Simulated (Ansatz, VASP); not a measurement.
One calculation of Os2W, two programs

```xyz
6
Lattice="4.6981 0.0000 0.0000 0.0000 4.6981 0.0000 0.0000 0.0000 4.7549" Properties=species:S:1:pos:R:3 pbc="T T T"
Os    1.1765    2.3491    0.0000
Os    3.5217    2.3491    0.0000
Os    2.3491    1.1765    2.3775
Os    2.3491    3.5217    2.3775
W     0.0000    0.0000    1.1887
W     0.0000    0.0000    3.5662
```

Alike in both runs: functional PBE; k mesh 4 × 4 × 4; occupations gaussian, width 0.1 eV; no spin polarisation.

Ansatz relaxed the structure, and its values are those at the end. VASP's run is a single point on that final structure, the one shown.

|  | VASP | Ansatz |
| --- | --- | --- |
| version | VASP 6.6.1 | Ansatz 0.2.0 |
| potentials or method | VASP PAW PBE potentials, release 64 (Os, W_sv), cutoff 520 eV | scalar-relativistic, plane waves, PAW |
| valence electrons in the cell | 60 | 92 |

|  | VASP | Ansatz | Ansatz less VASP |
| --- | --- | --- | --- |
| gap on the k mesh at the Fermi level (eV) | none | none | - |
| pressure (GPa) | -0.1 | 0.0 | +0.09 |

A gap of «none» marks a metal or a gap that the smearing closes. VASP's potentials hold 60 valence electrons a cell and Ansatz's 92, so a difference there can come from the potentials and not from the codes.

Spin-orbit coupling is off throughout.
